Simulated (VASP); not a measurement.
Runs of VASP 6.6.1 on SnTe. The structure is that of space group Fm-3m (No. 225), or close to it. The cells are those of the table. 

| task | cell | gap on the mesh (eV) | pressure (GPa) |
| --- | --- | --- | --- |
| electric field gradients | a = 4.449 Å, angles 60.0°, 2 atoms | - | -0.1 |
| electric field gradients | a = 4.494 Å, angles 60.0°, 2 atoms | - | -1.4 |
| electric field gradients | a = 4.486, b = 4.486, c = 4.464 Å, angles 60.2, 60.2, 59.7°, 2 atoms | 0.42 | -1.0 |
| electric field gradients | a = 4.442, b = 4.442, c = 4.464 Å, angles 59.8, 59.8, 60.3°, 2 atoms | (b) | -0.1 |
| electric field gradients | a = 4.523 Å, angles 60.0°, 2 atoms | - | (a) |
| single point | a = 4.486, b = 4.486, c = 4.464 Å, angles 60.2, 60.2, 59.7°, 2 atoms | 0.42 | -1.0 |
| single point | a = 4.509, b = 4.509, c = 4.464 Å, angles 60.3, 60.3, 59.3°, 2 atoms | 0.39 | -1.3 |

Alike in all rows: level PBEsol; potentials or basis VASP PAW PBE potentials, release 64 (Sn_d, Te); no spin polarisation; k mesh 11 × 11 × 11; cutoff (eV) 520; smearing fermi-dirac 0.08 eV.

Task: Estimate the missing entries.

Result: (a) -2.1; (b) 0.43.

Caveats: the PAW data sets were made with another functional, which shifts forces and pressure a little; spin-orbit coupling is left out, which moves the levels of the heavy elements; semilocal functionals underestimate gaps, and a narrow one can read as zero (at least some runs).

A k mesh can miss the band edges, and the runs leave out spin-orbit coupling on Sn, Te.
